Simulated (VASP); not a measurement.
# InAs (Fd-3m) in VASP: further runs, part 2 of 2

VASP 6.6.1.

## Step 4: Relaxation of cell and atoms, r2SCAN

This run uses another cell than the first one, of 29.55 Å³/atom.

POSCAR reads:

```
InAs
1.0
    0.0000000000      3.8951858583      3.8951858583
    3.8951858583      0.0000000000      3.8951858583
    3.8951858583      3.8951858583      0.0000000000
In As
2 2
Direct
    0.5000000000      0.5000000000      0.5000000000
    0.7500000000      0.7500000000      0.7500000000
    0.0000000000      0.0000000000      0.0000000000
    0.2500000000      0.2500000000      0.2500000000
```

INCAR.step1 reads:

```
SYSTEM = InAs
PREC = Accurate
ENCUT = 600
ISMEAR = 0
SIGMA = 0.1
LREAL = .FALSE.
LASPH = .TRUE.
NELM = 80
GGA = PE
ALGO = Normal
EDIFF = 1E-4
LWAVE = .TRUE.
LCHARG = .FALSE.
```

INCAR.step2 reads:

```
SYSTEM = InAs
PREC = Accurate
ENCUT = 600
EDIFF = 1E-6
ISMEAR = 0
SIGMA = 0.1
LREAL = .FALSE.
LASPH = .TRUE.
NELM = 80
ALGO = Normal
ISIF = 3
LWAVE = .FALSE.
LCHARG = .FALSE.
METAGGA = R2SCAN
LMIXTAU = .TRUE.
IBRION = 2
NSW = 90
EDIFFG = -0.04
ISTART = 1
```

KPOINTS reads:

```
regular mesh
0
G
  4 4 4
  0 0 0
```

Potentials or basis: VASP PAW PBE potentials, release 64 (In_d, As).

On the command line:

```sh
$ cat potpaw_PBE.64/In_d/POTCAR potpaw_PBE.64/As/POTCAR > POTCAR
$ cp INCAR.step1 INCAR
$ mpirun -np 1 vasp_std > vasp.out
$ cp INCAR.step2 INCAR
$ mpirun -np 1 vasp_std > vasp.out
```

OUTCAR:

```text
SYSTEM = InAs
   PREC = Accurate
   ENCUT = 600
   EDIFF = 1E-6
   ISMEAR = 0
   LREAL = .FALSE.
   LASPH = .TRUE.
   NELM = 80
   ISIF = 3
   METAGGA = R2SCAN
   IBRION = 2
   NSW = 90
   EDIFFG = -0.04
   ISTART = 1

 ion  position               nearest neighbor table
   1  0.500  0.500  0.500-   2 3.37   4 3.37   4 3.37   4 3.37   4 3.37   2 3.37   2 3.37   2 3.37

   2  0.750  0.750  0.750-   1 3.37   3 3.37   1 3.37   1 3.37   1 3.37   3 3.37   3 3.37   3 3.37

   3  0.000  0.000  0.000-   2 3.37   2 3.37   2 3.37   2 3.37
   4  0.250  0.250  0.250-   1 3.37   1 3.37   1 3.37   1 3.37

  LATTYP: Found a face centered cubic cell.
 ALAT       =     7.7903717166

  Lattice vectors:

 A1 = (   0.0000000000,   3.8951858583,   3.8951858583)
 A2 = (   3.8951858583,   0.0000000000,   3.8951858583)
 A3 = (   3.8951858583,   3.8951858583,   0.0000000000)

[... 168 lines left out ...]

 val. band max:        4.2767751084   @ k =   0.5000   0.0000   0.0000
 cond. band min:       4.3334427370   @ k =   0.5000   0.2500   0.0000
 fundamental gap:      0.0566676287
 Fermi energy:         4.3071506708

 k-point     1 :       0.0000    0.0000    0.0000
  band No.  band energies     occupation
      1     -10.9895      2.00000
      2     -10.9895      2.00000
      3     -10.9895      2.00000
      4     -10.9536      2.00000
      5     -10.9536      2.00000
      6     -10.8348      2.00000
[... 302 lines left out ...]
--------------------------------------- Ionic step        4  -------------------------------------------

 number of electron      36.0000007 magnetization

 Free energy of the ion-electron system (eV)
  ---------------------------------------------------
  ext. energy  EPLUGINS =         0.00000000
  ---------------------------------------------------
  free energy    TOTEN  =       -73.58317427 eV

  energy without entropy =      -73.56303968  energy(sigma->0) =      -73.57310697

 E-fermi :   7.1425     XC(G=0): -11.2425

 val. band max:        7.1199709226   @ k =   0.5000   0.2500   0.0000
 cond. band min:       7.6614800763   @ k =   0.5000   0.0000   0.0000
 fundamental gap:      0.5415091536
 Fermi energy:         7.1425277736

 k-point     1 :       0.0000    0.0000    0.0000
  band No.  band energies     occupation
      1      -8.3427      2.00000
      2      -8.3427      2.00000
      3      -8.3427      2.00000
      4      -8.2766      2.00000
      5      -8.2766      2.00000
      6      -8.0211      2.00000
[... 220 lines left out ...]
  FREE ENERGIE OF THE ION-ELECTRON SYSTEM (eV)
  ---------------------------------------------------
  free  energy   TOTEN  =       -73.5831742676 eV

  energy  without entropy=      -73.5630396777  energy(sigma->0) =      -73.57310697

 reached required accuracy - stopping structural energy minimisation
```

OSZICAR.step1:

```text
N       E                     dE             d eps       ncg     rms          rms(c)
DAV:   1     0.283489163246E+03    0.28349E+03   -0.18610E+04   352   0.202E+03
DAV:   2     0.152461906750E+02   -0.26824E+03   -0.26547E+03   352   0.426E+02
DAV:   3    -0.120030525869E+02   -0.27249E+02   -0.26940E+02   458   0.139E+02
DAV:   4    -0.129205977431E+02   -0.91755E+00   -0.91194E+00   394   0.276E+01
DAV:   5    -0.129570199514E+02   -0.36422E-01   -0.36409E-01   540   0.518E+00    0.259E+00
DAV:   6    -0.128344596587E+02    0.12256E+00   -0.31273E-01   466   0.549E+00    0.146E+00
DAV:   7    -0.128234261266E+02    0.11034E-01   -0.66893E-02   416   0.166E+00    0.453E-01
DAV:   8    -0.128218238242E+02    0.16023E-02   -0.78190E-03   424   0.809E-01    0.124E-01
DAV:   9    -0.128218063856E+02    0.17439E-04   -0.17201E-03   428   0.305E-01    0.899E-02
DAV:  10    -0.128218036927E+02    0.26929E-05   -0.17538E-04   228   0.126E-01
   1 F= -.12821804E+02 E0= -.12809323E+02  d E =-.249608E-01
```

Run time: 4.3 min. Hardware: 1 thread of Intel Xeon 6975P-C (Granite Rapids), shared host; peak memory 0.36 GiB.

Results:

* Free energy: -73.5832 eV
* Relaxed volume: 22.14 Å³/atom
* Relaxed cell: a = 5.003 Å, b = 5.003 Å, c = 5.003 Å, α = 60.00°, β = 60.00°, γ = 60.00°
* Space group after relaxing (to 0.1 Å): Fd-3m (No. 227)
* Energy gained by relaxing: 273.5 meV/atom
* Ionic steps: 4
* Pressure after relaxing: 0.1 GPa
* Band gap on the k mesh: zero (bands 18 and 19 overlap by 3.26 eV)

Step by step:
| step | energy change (eV) | largest force (eV/Å) | pressure (GPa) | volume (Å³) |
| --- | --- | --- | --- | --- |
| 1 | 0.0000 | 0.0000 | -8.63 | 118.20 |
| 2 | -1.0540 | 0.0000 | -2.66 | 93.01 |
| 3 | -1.0935 | 0.0000 | -0.38 | 89.16 |
| 4 | -1.0940 | 0.0000 | 0.07 | 88.56 |

Final structure:
```yaml
crystal:
  lattice:
    - [0.00000, 3.53789, 3.53789]
    - [3.53789, 0.00000, 3.53789]
    - [3.53789, 3.53789, 0.00000]
  atoms:
    - { symbol: In, position: [0.50000, 0.50000, 0.50000] }
    - { symbol: In, position: [0.75000, 0.75000, 0.75000] }
    - { symbol: As, position: [0.00000, 0.00000, 0.00000] }
    - { symbol: As, position: [0.25000, 0.25000, 0.25000] }
```

Caveat: the volume moved by over 15 % at a fixed basis, so the end points are rough; the PAW data sets were made with another functional, which shifts forces and pressure a little; spin-orbit coupling is left out, which moves the levels of the heavy elements.

## Step 5: Single point, r2SCAN

This run uses another cell than the first one, of 22.48 Å³/atom.

POSCAR reads:

```
InAs
1.0
    0.0000000000      3.5557854563      3.5557854563
    3.5557854563      0.0000000000      3.5557854563
    3.5557854563      3.5557854563      0.0000000000
In As
2 2
Direct
    0.0000000000      0.0000000000      0.0000000000
    0.2500000000      0.2500000000      0.2500000000
    0.5000000000      0.5000000000      0.5000000000
    0.7500000000      0.7500000000      0.7500000000
```

INCAR.step1 reads:

```
SYSTEM = InAs
PREC = Accurate ; ENCUT = 520
ISMEAR = 0 ; SIGMA = 0.1
LREAL = .FALSE. ; LASPH = .TRUE.
NELM = 100 ; NBANDS = 26
GGA = PE ; ALGO = Normal
EDIFF = 1E-4 ; LWAVE = .TRUE.
LCHARG = .FALSE.
```

INCAR.step2 reads:

```
SYSTEM = InAs
PREC = Accurate ; ENCUT = 520
EDIFF = 1E-7 ; ISMEAR = 0
SIGMA = 0.1 ; LREAL = .FALSE.
LASPH = .TRUE. ; NELM = 100
ALGO = Normal ; ISIF = 2
LWAVE = .FALSE. ; LCHARG = .TRUE.
METAGGA = R2SCAN ; LMIXTAU = .TRUE.
LELF = .TRUE. ; LVHAR = .TRUE.
NBANDS = 26 ; ISTART = 1
```

KPOINTS reads:

```
regular mesh
0
G
  12 12 12
  0 0 0
```

On the command line:

```sh
$ cat potpaw_PBE.64/In_d/POTCAR potpaw_PBE.64/As/POTCAR > POTCAR
$ cp INCAR.step1 INCAR
$ mpirun -np 1 vasp_std > vasp.out
$ cp INCAR.step2 INCAR
$ mpirun -np 1 vasp_std > vasp.out
```

Wall time 6.8 min (1 thread of Intel Xeon 6975P-C (Granite Rapids), shared host); peak memory 0.35 GiB.

It converged, with:

```
Free energy            : -73.3524 eV
Pressure               : 0.0 GPa
Band gap on the k mesh : zero (bands 18 and 19 overlap by 3.16 eV)
```

Levels at points of the mesh, in eV from the Fermi level:
```
           k point  band 14  band 15  band 16  band 17  band 18  band 19  band 20  band 21  band 22  band 23
(0.00, 0.00, 0.00)    -2.59    -2.59    -2.59    -1.75    -1.75    -1.75     0.79     0.94     0.94     0.94
(0.50, 0.00, 0.00)    -3.41    -3.41    -2.85    -1.84    -1.84     0.48     0.72     2.99     2.99     4.98
(0.50, 0.50, 0.00)    -5.92    -5.11    -5.11     1.41     1.41     1.51     1.51     3.26     3.26     5.68
```

Caveat: the PAW data sets were made with another functional, which shifts forces and pressure a little; spin-orbit coupling is left out, which moves the levels of the heavy elements.

## Step 6: Overview

| task | cell | k mesh | cutoff (eV) | gap on the mesh (eV) | pressure (GPa) |
| --- | --- | --- | --- | --- | --- |
| single point | a = 5.004 Å, angles 60.0°, 4 atoms | 4 × 4 × 4 | 520 | none | 0.0 |
| single point | a = 5.509 Å, angles 60.0°, 4 atoms | 4 × 4 × 4 | 520 | none | -8.6 |
| relaxation of cell and atoms | relaxed from a = 5.509 Å, angles 60.0°, 4 atoms | 4 × 4 × 4 | 600 | none | 0.1 |
| single point | a = 5.029 Å, angles 60.0°, 4 atoms | 12 × 12 × 12 | 520 | none | 0.0 |

Alike in all rows: level r2SCAN; potentials or basis VASP PAW PBE potentials, release 64 (In_d, As); no spin polarisation; smearing gaussian 0.1 eV.

Caveats: some runs use coarse meshes; the PAW data sets were made with another functional, which shifts forces and pressure a little; spin-orbit coupling is left out, which moves the levels of the heavy elements; the cell stands under tension (at least some runs); the volume moved by over 15 % at a fixed basis, so the end points are rough (at least some runs).

Absolute energies hang on the potentials; compare differences alone.
